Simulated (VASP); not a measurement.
Input of a VASP 6.6.1 run:

Contents of INCAR:

```
PREC = Accurate
ENCUT = 520
EDIFF = 1E-7
ISMEAR = 0
SIGMA = 0.05
LREAL = F
LASPH = T
NELM = 60
ALGO = Normal
ISIF = 2
LWAVE = F
LCHARG = F
GGA = PE
IVDW = 13
NBANDS = 12
```

The input KPOINTS:

```
Automatic mesh
0
Gamma
  10 10 10
```

POSCAR

```
LiF
1.0
    0.0000000000      2.0087244761      2.0087244761
    2.0087244761      0.0000000000      2.0087244761
    2.0087244761      2.0087244761      0.0000000000
Li F
1 1
Direct
    0.0000000000      0.0000000000      0.0000000000
    0.5000000000      0.5000000000      0.5000000000
```

Potentials or basis: VASP PAW PBE potentials, release 64 (Li_sv, F).

Run with:

```sh
$ cat potpaw_PBE.64/Li_sv/POTCAR potpaw_PBE.64/F/POTCAR > POTCAR
$ mpirun -np 1 vasp_std > vasp.out
```

Task: Predict the dispersion energy per atom.

Result: -0.063 eV.

Task: Predict the band gap on the k mesh.

Result: 9.17 eV, direct.

 A k mesh can miss the band edges.
